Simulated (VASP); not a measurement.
Be2Pd: single point with PBE

Crystal: Be2Pd.

```
Be Pd
1.0
     4.59235    0.00000    0.00000
     0.00000    4.59235    0.00000
     0.00000    0.00000    4.05102
Be Pd
4 2
Direct
  0.33701 0.33701 0.00000
  0.16299 0.83701 0.50000
  0.66299 0.66299 0.00000
  0.83701 0.16299 0.50000
  0.00000 0.00000 0.00000
  0.50000 0.50000 0.50000
```

```yaml
Program: VASP 6.6.1
Task: single point
Functional: PBE
Potentials_or_basis: VASP PAW PBE potentials, release 64 (Be, Pd)
Cutoff: 520 eV
k_mesh: 8 × 8 × 12
Occupations: gaussian, width 0.1 eV
Spin: no spin polarisation
Dipole_correction: no
Further_INCAR_settings: ALGO = Fast; EDIFF = 1e-06; NBANDS = 23
```

The pressure is 0.1 GPa. The band gap on the k mesh is zero (bands 14 and 15 overlap by 1.90 eV).

Forces on the atoms (eV/Å):
```
Be  -0.002 -0.002  0.000
Be   0.002 -0.002  0.000
Be   0.002  0.002  0.000
Be  -0.002  0.002  0.000
Pd   0.000  0.000  0.000
Pd   0.000  0.000  0.000
```

Levels at points of the mesh, in eV from the Fermi level:
```
           k point  band 12  band 13  band 14  band 15  band 16  band 17
(0.00, 0.00, 0.00)    -0.96    -0.96    -0.64    -0.52     2.71     4.47
(0.50, 0.00, 0.00)    -2.88     0.94     0.94     1.78     1.78     2.55
(0.50, 0.50, 0.00)    -2.93    -1.82    -1.82     1.78     1.78     4.16
(0.00, 0.00, 0.50)    -3.20    -0.70    -0.70     1.78     1.78     2.49
(0.50, 0.00, 0.50)    -2.91    -1.83    -1.83     0.71     0.71     2.54
(0.50, 0.50, 0.50)    -2.91    -1.57    -1.57    -0.08    -0.08     0.02
```

Run time: 3.4 min on 1 thread of AMD EPYC 7R43 64-Core Processor (Zen 3) (shared host), peak memory 0.28 GiB.
